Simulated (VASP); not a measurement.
Input of a VASP 6.6.1 run:

Contents of INCAR:

```
SYSTEM = BeTe
PREC = Accurate
ENCUT = 520
EDIFF = 1E-6
ISMEAR = -1
SIGMA = 0.05
LREAL = .FALSE.
LASPH = .TRUE.
NELM = 100
ALGO = Normal
ISIF = 2
LWAVE = .FALSE.
LCHARG = .FALSE.
GGA = PS
NBANDS = 11
```

Contents of KPOINTS:

```
regular mesh
0
G
  8 8 8
  0 0 0
```

The input POSCAR:

```
BeTe
1.0
    0.0000000000      2.6852269262      2.6852269262
    2.6852269262      0.0000000000      2.6852269262
    2.6852269262      2.6852269262      0.0000000000
Te Be
1 1
Direct
    0.7500000000      0.7500000000      0.7500000000
    0.0000000000      0.0000000000      0.0000000000
```

Potentials or basis: VASP PAW PBE potentials, release 64 (Te, Be).

Launch:

```bash
$ cat potpaw_PBE.64/Te/POTCAR potpaw_PBE.64/Be/POTCAR > POTCAR
$ mpirun -np 1 vasp_std > vasp.out
```

Q: Predict the band gap on the k mesh.

A: 1.47 eV, indirect (least direct gap 3.45 eV).

Q: Estimate the pressure.

A: 10.4 GPa.

Caveat: the PAW data sets were made with another functional, which shifts forces and pressure a little; spin-orbit coupling is left out, which moves the levels of the heavy elements. A k mesh can miss the band edges.
